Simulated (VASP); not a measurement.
A run of VASP 6.6.1 is set up as follows.

File INCAR:

```
PREC     = Accurate       # precision mode
ENCUT    = 600            # plane-wave cutoff, eV
EDIFF    = 1E-6           # SCF threshold, eV
ISMEAR   = 0              # smearing method
SIGMA    = 0.1            # smearing width, eV
LREAL    = F              # projectors in reciprocal space
LASPH    = T              # aspherical terms in the spheres
NELM     = 120            # most SCF steps
ALGO     = Normal         # electronic algorithm
ISIF     = 2              # what is computed and relaxed
LWAVE    = F              # write WAVECAR
LCHARG   = F              # write CHGCAR
GGA      = PE             # functional
NBANDS   = 19             # bands
GGA_COMPAT= F
```

The input KPOINTS:

```
regular mesh
0
Gamma
  6 6 6
```

POSCAR

```
BaF2
1.0
    0.0000000000      3.1000500000      3.1000500000
    3.1000500000      0.0000000000      3.1000500000
    3.1000500000      3.1000500000      0.0000000000
Ba F
1 2
Direct
    0.0000000000      0.0000000000      0.0000000000
    0.2500000000      0.2500000000      0.2500000000
    0.7500000000      0.7500000000      0.7500000000
```

Potentials or basis: VASP PAW PBE potentials, release 64 (Ba_sv, F).

The run is started by

```console
$ cat potpaw_PBE.64/Ba_sv/POTCAR potpaw_PBE.64/F/POTCAR > POTCAR
$ mpirun -np 1 vasp_std > vasp.out
```

What does it give for the band gap on the k mesh?

6.78 eV (least direct gap 6.84 eV).

Estimate the pressure.

2.3 GPa.

Caveat: spin-orbit coupling is left out, which moves the levels of the heavy elements. A k mesh can miss the band edges.
